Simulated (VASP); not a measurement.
# Ge4N in VASP: a series of runs

Ge4N is run at these levels: PBE; tasks: single point, relaxation of the atoms.

Everything below comes from runs of VASP 6.6.1. Logs are shortened: lines on timing, memory, paths and dates and some standing lists are left out, and cuts for length are marked.

### 1 The cell of the first run

The cell holds a slab with vacuum, 5 atoms: a = 4.074 Å, b = 4.074 Å, c = 19.856 Å, α = 90.00°, β = 90.00°, γ = 90.00°.

### 2 Single point, PBE

Contents of INCAR:

```
  ALGO = Normal
  DIPOL = 0.5 0.5 0.330
  EDIFF = 1E-6
  ENCUT = 520
  GGA = PE
  IDIPOL = 3
  ISIF = 2
  ISMEAR = 0
  LASPH = T
  LCHARG = T
  LDIPOL = T
  LELF = T
  LREAL = F
  LVACPOTAV = T
  LVHAR = T
  LWAVE = F
  NBANDS = 38
  NELM = 80
  PREC = Accurate
  SIGMA = 0.1
```

Contents of KPOINTS:

```
k-points
0
Gamma
  7 7 1
```

Contents of POSCAR:

```
Ge4N
1.0
    4.0740542166      0.0000000000      0.0000000000
    0.0000000000      4.0740542166      0.0000000000
    0.0000000000      0.0000000000     19.8557568530
Ge N
4 1
Direct
    0.0000000000      0.5000000000      0.2014529101
    0.0000000000      0.0000000000      0.2739958855
    0.5000000000      0.0000000000      0.3493666166
    0.5000000000      0.5000000000      0.4208228835
    0.8750000000      1.0000000000      0.4027369768
```

Potentials or basis: VASP PAW PBE potentials, release 64 (Ge_d, N).

The run is started by

```
$ cat potpaw_PBE.64/Ge_d/POTCAR potpaw_PBE.64/N/POTCAR > POTCAR
$ mpirun -np 1 vasp_std > vasp.out
```

OUTCAR:

```text
EDIFF = 1E-6
   ENCUT = 520
   GGA = PE
   ISIF = 2
   ISMEAR = 0
   LASPH = T
   LREAL = F
   NELM = 80
   PREC = Accurate

 ion  position               nearest neighbor table
   1  0.000  0.500  0.201-   2 2.49   2 2.49
   2  0.000  0.000  0.274-   1 2.49   1 2.49   3 2.53   3 2.53
   3  0.500  0.000  0.349-   5 1.86   4 2.48   4 2.48   2 2.53   2 2.53
   4  0.500  0.500  0.421-   3 2.48   3 2.48
   5  0.875  0.000  0.403-   3 1.86

  LATTYP: Found a simple tetragonal cell.
 ALAT       =     4.0740542166
 C/A-ratio  =     4.8737095280

  Lattice vectors:

 A1 = (   4.0740542166,   0.0000000000,   0.0000000000)
 A2 = (   0.0000000000,   4.0740542166,   0.0000000000)
 A3 = (   0.0000000000,   0.0000000000,  19.8557568530)

Analysis of symmetry for initial positions (statically):
=====================================================================
 Subroutine PRICEL returns:
 Original cell was already a primitive cell.

 Routine SETGRP: Setting up the symmetry group for a
 simple tetragonal supercell.

 Subroutine GETGRP returns: Found  2 space group operations
 (whereof  2 operations were pure point group operations)
 out of a pool of 16 trial point group operations.

The static configuration has the point symmetry C_1h.

Analysis of symmetry for dynamics (positions and initial velocities):
=====================================================================
 Subroutine PRICEL returns:
 Original cell was already a primitive cell.

 Routine SETGRP: Setting up the symmetry group for a
 simple tetragonal supercell.

 Subroutine GETGRP returns: Found  2 space group operations
 (whereof  2 operations were pure point group operations)
 out of a pool of 16 trial point group operations.

The dynamic configuration has the point symmetry C_1h.

 Subroutine INISYM returns: Found  2 space group operations
 (whereof  2 operations are pure point group operations),
 and found     1 'primitive' translations

----------------------------------------------------------------------------------------

                                     Primitive cell

  volume of cell :     329.5642

  direct lattice vectors                    reciprocal lattice vectors
     4.074054217  0.000000000  0.000000000     0.245455742  0.000000000  0.000000000
     0.000000000  4.074054217  0.000000000     0.000000000  0.245455742  0.000000000
     0.000000000  0.000000000 19.855756853     0.000000000  0.000000000  0.050363228

  length of vectors
     4.074054217  4.074054217 19.855756853     0.245455742  0.245455742  0.050363228

  position of ions in fractional coordinates (direct lattice)
     0.000000000  0.500000000  0.201452910
     0.000000000  0.000000000  0.273995885
     0.500000000  0.000000000  0.349366617
     0.500000000  0.500000000  0.420822884
     0.875000000  0.000000000  0.402736977

  ion indices of the primitive-cell ions
   primitive index   ion index
                 1           1
                 2           2
                 3           3
                 4           4
                 5           5

----------------------------------------------------------------------------------------

 KPOINTS: k-points

Automatic generation of k-mesh.
 Grid dimensions read from file:
 generate k-points for:    7    7    1

 Generating k-lattice:

  Cartesian coordinates                     Fractional coordinates (reciprocal lattice)
     0.035065106  0.000000000  0.000000000     0.142857143  0.000000000  0.000000000
     0.000000000  0.035065106  0.000000000     0.000000000  0.142857143  0.000000000
     0.000000000  0.000000000  0.050363228     0.000000000  0.000000000  1.000000000

  Length of vectors
     0.035065106  0.035065106  0.050363228

  Shift w.r.t. Gamma in fractional coordinates (k-lattice)
     0.000000000  0.000000000  0.000000000

 Subroutine IBZKPT returns following result:
 ===========================================

 Found     16 irreducible k-points:

 Following reciprocal coordinates:
            Coordinates               Weight
  0.000000  0.000000  0.000000      1.000000
  0.142857  0.000000  0.000000      2.000000
  0.000000  0.142857  0.000000      2.000000
  0.285714  0.000000  0.000000      2.000000
  0.000000  0.285714  0.000000      2.000000
  0.428571  0.000000  0.000000      2.000000
[... 8 lines left out ...]
 -0.285714  0.428571  0.000000      4.000000
  0.428571  0.428571  0.000000      4.000000
   k-points           NKPTS =     16   k-points in BZ     NKDIM =     16   number of bands    NBANDS=     38
   number of dos      NEDOS =    301   number of ions     NIONS =      5
   total plane-waves  NPLWV = 135000
   dimension x,y,z NGX =    30 NGY =   30 NGZ =  150
   dimension x,y,z NGXF=    60 NGYF=   60 NGZF=  300
   ions per type =               4   1
   NGX,Y,Z   is equivalent  to a cutoff of  12.24, 12.24, 12.56 a.u.
   NGXF,Y,Z  is equivalent  to a cutoff of  24.48, 24.48, 25.12 a.u.
 SYSTEM =  unknown system
   PREC   = accura    normal or accurate (medium, high low for compatibility)
   ISTART =      0    job   : 0-new  1-cont  2-samecut
   ICHARG =      2    charge: 1-file 2-atom 10-const
   ISPIN  =      1    spin polarized calculation?
   LNONCOLLINEAR =      F non collinear calculations
   LSORBIT =      F    spin-orbit coupling
   LASPH  =      T    aspherical Exc in radial PAW
   ENCUT  =  520.0 eV  38.22 Ry    6.18 a.u.   7.58  7.58 36.92*2*pi/ulx,y,z
   NELM   =     80;   NELMIN=  2; NELMDL= -5     # of ELM steps
   EDIFF  = 0.1E-05   stopping-criterion for ELM
   LREAL  =      F    real-space projection
[... 7 lines left out ...]
   TEBEG  =    0.0;   TEEND  =   0.0 temperature during run
   PSTRESS=    0.0 pullay stress
   NELECT =      61.0000    total number of electrons
   NUPDOWN=      -1.0000    fix difference up-down
   EMIN   =  10.00;   EMAX   =-10.00  energy-range for DOS
   EFERMI =   0.00;   METHOD = LEGACY
   ISMEAR =     0;   SIGMA  =   0.10  broadening in eV -4-tet -1-fermi 0-gaus
   EFERMI_NEDOS =   21; number of points for ismear=-14 and -15
   IALGO  =     38    algorithm
   IMIX   =      4    mixing-type and parameters
     AMIX     =   0.40;   BMIX     =  1.00
     AMIX_MAG =   1.60;   BMIX_MAG =  1.00
  volume/ion in A,a.u.               =      65.91       444.80
  Fermi-wavevector in a.u.,A,eV,Ry     =   0.932978  1.763073 11.843164  0.870448
  Thomas-Fermi vector in A             =   2.059632
   LORBIT       =      0    0 simple, 1 ext, 2 COOP (PROOUT), +10 PAW based schemes
   GGA     = PE    functional components
   LHFCALC =     F    Hartree Fock is set to
   AEXX    =    0.0000 exact exchange contribution
   IVDW    =     0    specifies the selected vdW correction
   LEPSILON=     F    determine dielectric tensor
   LRPA    =     F    only Hartree local field effects (RPA)
 non-spin polarized calculation
 Gauss-broadening in eV      SIGMA  =   0.10
  energy-cutoff  :      520.00
  volume of cell :      329.56
 maximum number of plane-waves:      8917
   NGX = 15   NGY = 15   NGZ = 73

 dipolmoment           0.000000      0.000000     -0.052516 electrons x Angstroem

 number of electron      60.9999944 magnetization

 dipolmoment           0.000000      0.000000      0.028902 electrons x Angstroem

 Free energy of the ion-electron system (eV)
  ---------------------------------------------------
  ext. energy  EPLUGINS =         0.00000000
  ---------------------------------------------------
  free energy    TOTEN  =       -20.85016279 eV

  energy without entropy =      -20.83382326  energy(sigma->0) =      -20.84199302

 E-fermi :  -2.0617     XC(G=0):  -3.8652

 val. band max:       -2.0631026805   @ k =   0.0000   0.0000   0.0000
 cond. band min:      -2.0464898294   @ k =  -0.2857   0.4286   0.0000
 fundamental gap:      0.0166128511
 Fermi energy:        -2.0616826758

 k-point     1 :       0.0000    0.0000    0.0000
  band No.  band energies     occupation
      1     -26.7616      2.00000
      2     -26.7533      2.00000
      3     -26.7154      2.00000
      4     -26.7062      2.00000
      5     -26.6724      2.00000
      6     -26.6340      2.00000
[... 30 lines left out ...]
     37       2.2067      0.00000
     38       2.2506      0.00000

 k-point     2 :       0.1429    0.0000    0.0000
  band No.  band energies     occupation
      1     -26.7617      2.00000
      2     -26.7542      2.00000
      3     -26.7125      2.00000
      4     -26.7066      2.00000
      5     -26.6723      2.00000
      6     -26.6319      2.00000
[... 30 lines left out ...]
     37       2.2569      0.00000
     38       2.4229      0.00000

 k-point     3 :       0.0000    0.1429    0.0000
  band No.  band energies     occupation
      1     -26.7727      2.00000
      2     -26.7486      2.00000
      3     -26.7217      2.00000
      4     -26.6975      2.00000
      5     -26.6613      2.00000
      6     -26.6335      2.00000
[... 30 lines left out ...]
     37       1.7558      0.00000
     38       2.4338      0.00000

 k-point     4 :       0.2857    0.0000    0.0000
  band No.  band energies     occupation
      1     -26.7621      2.00000
      2     -26.7546      2.00000
      3     -26.7073      2.00000
      4     -26.7034      2.00000
      5     -26.6721      2.00000
      6     -26.6295      2.00000
[... 30 lines left out ...]
     37       2.4678      0.00000
     38       3.0344      0.00000
[... 375 lines left out ...]
      4     -26.6701      2.00000
      5     -26.6454      2.00000
      6     -26.6228      2.00000
[... 30 lines left out ...]
     37       2.4996      0.00000
     38       3.7191      0.00000

 k-point    15 :      -0.2857    0.4286    0.0000
  band No.  band energies     occupation
      1     -26.7837      2.00000
      2     -26.7611      2.00000
      3     -26.7224      2.00000
      4     -26.6653      2.00000
      5     -26.6548      2.00000
      6     -26.6132      2.00000
[... 30 lines left out ...]
     37       2.8916      0.00000
     38       3.3007      0.00000

 k-point    16 :       0.4286    0.4286    0.0000
  band No.  band energies     occupation
      1     -26.7835      2.00000
      2     -26.7596      2.00000
      3     -26.7229      2.00000
      4     -26.6600      2.00000
      5     -26.6468      2.00000
      6     -26.6171      2.00000
[... 30 lines left out ...]
     37       2.7206      0.00000
     38       3.3606      0.00000

------------------------ aborting loop because EDIFF is reached ----------------------------------------

  FORCE on cell =-STRESS in cart. coord.  units (eV):
  Direction    XX          YY          ZZ          XY          YZ          ZX
  --------------------------------------------------------------------------------------
  -------------------------------------------------------------------------------------
  Total       -0.8320228     -0.6349608      2.2716132      0.0000000      0.0000000      1.0267478
  in kB       -4.0448813     -3.0868636     11.0434535      0.0000000      0.0000000      4.9915371
  external PRESSURE =       1.3039029 kB  Pullay stress =       0.0000000 kB

 VOLUME and BASIS-vectors are now :
 -----------------------------------------------------------------------------
  energy-cutoff  :      520.00
  volume of cell :      329.56
      direct lattice vectors                 reciprocal lattice vectors
     4.074054217  0.000000000  0.000000000     0.245455742  0.000000000  0.000000000
     0.000000000  4.074054217  0.000000000     0.000000000  0.245455742  0.000000000
     0.000000000  0.000000000 19.855756853     0.000000000  0.000000000  0.050363228

 POSITION                                       TOTAL-FORCE (eV/Angst)
 -----------------------------------------------------------------------------------
      0.00000      2.03703      4.00000        -0.156765      0.000000      0.191420
      0.00000      0.00000      5.44040         0.159334      0.000000     -0.476026
      2.03703      0.00000      6.93694        -0.599080      0.000000     -1.240787
      2.03703      2.03703      8.35576         0.481513      0.000000      1.524202
      3.56480      0.00000      7.99665         0.114999      0.000000      0.001192
 -----------------------------------------------------------------------------------
    total drift:                               -0.000197      0.000000      0.003261

  FREE ENERGIE OF THE ION-ELECTRON SYSTEM (eV)
  ---------------------------------------------------
  free  energy   TOTEN  =       -20.8501627863 eV

  energy  without entropy=      -20.8338232597  energy(sigma->0) =      -20.84199302

 vacuum level on the upper side and lower side of the slab         2.962         2.647
```

Run time: 2.7 min. Hardware: 1 thread of Intel Xeon 6975P-C (Granite Rapids), shared host; peak memory 0.44 GiB.

What came out:

- Free energy: -20.8502 eV
- Largest force: 1.598 eV/Å
- Band gap on the k mesh: zero (an odd number of electrons rules out a gap without spin polarisation)

Forces in eV/Å, atoms in the order of the input:
```
Ge  -0.157  0.000  0.191
Ge   0.159  0.000 -0.476
Ge  -0.599  0.000 -1.241
Ge   0.482  0.000  1.524
N    0.115  0.000  0.001
```

Levels at points of the mesh, in eV from the Fermi level:
| k point | band 27 | band 28 | band 29 | band 30 | band 31 | band 32 | band 33 | band 34 |
| --- | --- | --- | --- | --- | --- | --- | --- | --- |
| (0.00, 0.00, 0.00) | -2.82 | -1.42 | -1.11 | 0.00 | 0.51 | 1.32 | 1.72 | 1.92 |

### 3 Single point, PBE

Contents of INCAR:

```
  ALGO = Normal
  DIPOL = 0.5 0.5 0.324
  EDIFF = 1E-7
  ENCUT = 520
  GGA = PE
  IDIPOL = 3
  ISIF = 2
  ISMEAR = 0
  LASPH = True
  LCHARG = False
  LDIPOL = True
  LREAL = False
  LWAVE = False
  NBANDS = 38
  NELM = 60
  PREC = Accurate
  SIGMA = 0.1
```

KPOINTS is that of step 2.

Changes to POSCAR since step 2:

```diff
@@ -12,2 +12,2 @@
     0.5000000000      0.5000000000      0.4208228835
-    0.8750000000      1.0000000000      0.4027369768
+    1.0000000000      0.8750000000      0.3731092296
```

Potentials or basis: VASP PAW PBE potentials, release 64 (Ge_d, N).

The run is started by

```
$ cat potpaw_PBE.64/Ge_d/POTCAR potpaw_PBE.64/N/POTCAR > POTCAR
$ mpirun -np 1 vasp_std > vasp.out
```

It took 3.3 min on 1 thread of Intel Xeon 6975P-C (Granite Rapids), shared host; peak memory 0.44 GiB.

It converged, with:

- Free energy: -21.2242 eV
- Largest force: 0.970 eV/Å
- Band gap on the k mesh: zero (an odd number of electrons rules out a gap without spin polarisation)

Forces on the atoms (eV/Å):
```
Ge   0.000  0.099 -0.157
Ge   0.000 -0.672 -0.700
Ge   0.000  0.270  0.505
Ge   0.000  0.383  0.362
N    0.000 -0.080 -0.009
```

Levels at points of the mesh, in eV from the Fermi level:
```csv
k point,band 28,band 29,band 30,band 31,band 32,band 33
"(0.00, 0.00, 0.00)",-1.61,-0.55,0.03,0.20,1.08,2.01
```

### 4 Relaxation of the atoms, PBE

Contents of INCAR:

```
SYSTEM = Ge4N
PREC = Accurate
ENCUT = 520
EDIFF = 1E-6
ISMEAR = 0
SIGMA = 0.1
LREAL = .False.
LASPH = .True.
NELM = 80
ALGO = Fast
ISIF = 2
LWAVE = .False.
LCHARG = .False.
LDIPOL = .True.
IDIPOL = 3
DIPOL = 0.5 0.5 0.337
GGA = PE
IBRION = 2
NSW = 36
EDIFFG = -0.025
```

Contents of KPOINTS:

```
Automatic mesh
0
Gamma
  7 7 1
  0 0 0
```

Contents of POSCAR:

```
Ge4N
1.0
    4.0740542166      0.0000000000      0.0000000000
    0.0000000000      4.0740542166      0.0000000000
    0.0000000000      0.0000000000     19.8557568530
Ge N
4 1
Selective dynamics
Direct
    0.0000000000      0.5000000000      0.2014529101  F F F
    0.0000000000      0.0000000000      0.2739958855  F F F
    0.5000000000      0.0000000000      0.3493666166  F F F
    0.5000000000      0.5000000000      0.4208228835  F F F
    0.6250000000      1.0000000000      0.4410629533  F F T
```

The run is started by

```
$ cat potpaw_PBE.64/Ge_d/POTCAR potpaw_PBE.64/N/POTCAR > POTCAR
$ mpirun -np 1 vasp_std > vasp.out
```

Run time: 11 min. Hardware: 1 thread of Oxide Virtual Turin-like, shared host; peak memory 0.43 GiB.

The run converged. Its results:

* Free energy: -21.5724 eV
* Energy gained by relaxing: 0.1 meV/atom
* Ionic steps: 4
* Band gap on the k mesh: zero (an odd number of electrons rules out a gap without spin polarisation)

The path:
```csv
step,energy change (eV),largest force on free atoms (eV/Å),pressure (GPa)
1,0.0000,0.0830,0.02
2,-0.0002,0.0340,0.04
3,-0.0002,0.0379,0.08
4,-0.0003,0.0042,0.06
```

Final structure:
```cif
data_structure
_symmetry_space_group_name_H-M 'P 1'
_symmetry_Int_Tables_number 1
_cell_length_a 4.0741
_cell_length_b 4.0741
_cell_length_c 19.8558
_cell_angle_alpha 90.000
_cell_angle_beta 90.000
_cell_angle_gamma 90.000
_cell_volume 329.56
loop_
_atom_site_label
_atom_site_type_symbol
_atom_site_fract_x
_atom_site_fract_y
_atom_site_fract_z
_atom_site_occupancy
Ge1 Ge 0.00000 0.50000 0.20145 1
Ge2 Ge 0.00000 0.00000 0.27400 1
Ge3 Ge 0.50000 0.00000 0.34937 1
Ge4 Ge 0.50000 0.50000 0.42082 1
N1 N 0.62500 0.00000 0.44073 1
```

Levels at points of the mesh, in eV from the Fermi level:
| k point | band 26 | band 27 | band 28 | band 29 | band 30 | band 31 | band 32 | band 33 | band 34 | band 35 |
| --- | --- | --- | --- | --- | --- | --- | --- | --- | --- | --- |
| (0.00, 0.00, 0.00) | -4.32 | -2.49 | -1.38 | -1.27 | -0.67 | 1.11 | 1.54 | 1.65 | 2.10 | 2.51 |

### 5 Relaxation of the atoms, PBE

Contents of INCAR:

```
SYSTEM = Ge4N
  ALGO = Fast
  DIPOL = 0.5 0.5 0.350
  EDIFF = 1E-7
  EDIFFG = -0.025
  ENCUT = 520
  GGA = PE
  IBRION = 2
  IDIPOL = 3
  ISIF = 2
  ISMEAR = 0
  LASPH = .True.
  LCHARG = .False.
  LDIPOL = .True.
  LREAL = .False.
  LWAVE = .False.
  NELM = 100
  NSW = 36
  PREC = Accurate
  SIGMA = 0.1
```

Contents of KPOINTS:

```
k-points
0
Gamma
  7 7 1
  0 0 0
```

Changes to POSCAR since step 4:

```diff
@@ -13,2 +13,2 @@
     0.5000000000      0.5000000000      0.4208228835  F F F
-    0.6250000000      1.0000000000      0.4410629533  F F T
+    0.5000000000      0.6250000000      0.5037604879  F F T
```

The run is started by

```
$ cat potpaw_PBE.64/Ge_d/POTCAR potpaw_PBE.64/N/POTCAR > POTCAR
$ mpirun -np 1 vasp_std > vasp.out
```

Wall time 17 min (1 thread of Oxide Virtual Turin-like, shared host); peak memory 0.41 GiB.

It converged, with:

| Property | Result |
| --- | --- |
| Free energy | -20.9709 eV |
| Energy gained by relaxing | 2.0 meV/atom |
| Ionic steps | 3 |
| Band gap on the k mesh | zero (an odd number of electrons rules out a gap without spin polarisation) |

The path:
```csv
step,energy change (eV),largest force on free atoms (eV/Å),pressure (GPa)
1,0.0000,0.7361,-0.16
2,-0.0091,0.2561,0.14
3,-0.0101,0.0002,0.07
```

Final structure:
```
Ge N
1.0
     4.07405    0.00000    0.00000
     0.00000    4.07405    0.00000
     0.00000    0.00000   19.85576
Ge N
4 1
Direct
  0.00000 0.50000 0.20145
  0.00000 0.00000 0.27400
  0.50000 0.00000 0.34937
  0.50000 0.50000 0.42082
  0.50000 0.62500 0.50240
```

Levels at points of the mesh, in eV from the Fermi level:
| k point | band 27 | band 28 | band 29 | band 30 | band 31 | band 32 | band 33 | band 34 |
| --- | --- | --- | --- | --- | --- | --- | --- | --- |
| (0.00, 0.00, 0.00) | -1.56 | -0.81 | -0.36 | -0.34 | 0.69 | 1.67 | 1.83 | 1.98 |

### 6 The runs side by side

| task | cell | atoms held fixed (from 0) | gap on the mesh (eV) | largest force (eV/Å) |
| --- | --- | --- | --- | --- |
| single point | as given, atomic positions A | - | none | 1.60 |
| single point | as given, atomic positions B | - | none | 0.97 |
| relaxation of the atoms | atoms relaxed, atomic positions C | [0, 1, 2, 3, 4] | none | - |
| relaxation of the atoms | atoms relaxed, atomic positions D | [0, 1, 2, 3, 4] | none | - |

Alike in all rows: level PBE; potentials or basis VASP PAW PBE potentials, release 64 (Ge_d, N); no spin polarisation; k mesh 7 × 7 × 1; cutoff (eV) 520; smearing gaussian 0.1 eV.

Absolute energies hang on the potentials; compare differences alone.
